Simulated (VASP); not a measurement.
Here is a VASP 6.6.1 calculation.

INCAR

```
ALGO = Normal ; EDIFF = 1E-7
ENCUT = 520 ; GGA = PE
ISIF = 2 ; ISMEAR = 1
LASPH = True ; LCHARG = False
LREAL = False ; LWAVE = False
NBANDS = 29 ; NELM = 100
PREC = Accurate ; SIGMA = 0.1483
```

KPOINTS

```
k-points
0
Gamma
  6 6 6
```

POSCAR

```
ZrSi2
1.0
    3.7608730000     -0.0000001273      0.0000000000
    1.8804362500     -7.3852620637      0.0000000000
    0.0000000000      0.0000000000     -3.7103230000
Zr Si
2 4
Direct
    0.1047308033      0.7905383934      0.7500000000
    0.8952691967      0.2094616066      0.2500000000
    0.7499855572      0.5000288856      0.7500000000
    0.2500144428      0.4999711144      0.2500000000
    0.4465096351      0.1069807299      0.7500000000
    0.5534903649      0.8930192701      0.2500000000
```

Potentials or basis: VASP PAW PBE potentials, release 64 (Zr_sv, Si).

Run with:

```console
$ cat potpaw_PBE.64/Zr_sv/POTCAR potpaw_PBE.64/Si/POTCAR > POTCAR
$ mpirun -np 1 vasp_std > vasp.out
```

(1) What does it give for the band gap on the k mesh?

(2) What does it give for the pressure?

(3) Predict the largest force.

Answers

(1) zero (band 20 reaches 10.07 eV, above the bottom of band 21 at 9.31 eV).

(2) -2.8 GPa.

(3) 0.010 eV/Å.
